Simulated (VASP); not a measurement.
## ZnCdO: single point with PBE

ZnCdO:

```xyz
6
Lattice="3.5119 0.0000 0.0000 0.0000 3.5119 0.0000 0.0000 0.0000 10.3402" Properties=species:S:1:pos:R:3 pbc="T T T"
Zn    1.7560    1.7560    0.0000
Zn    1.7560    1.7560    5.1701
Cd    0.0000    0.0000    2.5851
Cd    0.0000    0.0000    7.7552
O     0.0000    1.7560    0.0000
O     1.7560    0.0000    5.1701
```

| Item | Value |
| --- | --- |
| Program | VASP 6.6.1 |
| Task | single point |
| Functional | PBE |
| Potentials or basis | VASP PAW PBE potentials, release 64 (Zn, Cd, O) |
| Cutoff | 520 eV |
| k mesh | 6 × 6 × 4 |
| Occupations | gaussian, width 0.1 eV |
| Spin | no spin polarisation |

The pressure is 0.6 GPa and the band gap on the k mesh is zero (band 30 reaches 1.70 eV, above the bottom of band 31 at -0.16 eV).

Stress tensor (GPa, compression positive):
```
0.84 0.00 0.00
0.00 0.84 0.00
0.00 0.00 0.12
```

Levels at points of the mesh, in eV from the Fermi level:
```csv
k point,band 28,band 29,band 30,band 31,band 32,band 33
"(0.00, 0.00, 0.00)",-3.03,-3.03,-1.59,-1.06,1.62,2.76
"(0.50, 0.00, 0.00)",-1.88,-1.16,-0.77,-0.09,-0.06,2.79
"(0.50, 0.50, 0.00)",-2.34,0.64,0.64,1.00,1.61,2.58
"(0.00, 0.00, 0.50)",-3.03,-2.83,-2.83,0.28,0.28,4.44
"(0.50, 0.00, 0.50)",-1.88,-1.58,-0.71,-0.38,0.77,2.40
"(0.50, 0.50, 0.50)",-2.35,0.80,0.80,1.29,1.29,2.14
```

It took 2.7 min on 1 thread of Intel(R) Xeon(R) Platinum 8259CL CPU @ 2.50GHz (Skylake/Cascade Lake) (shared host), peak memory 0.31 GiB.
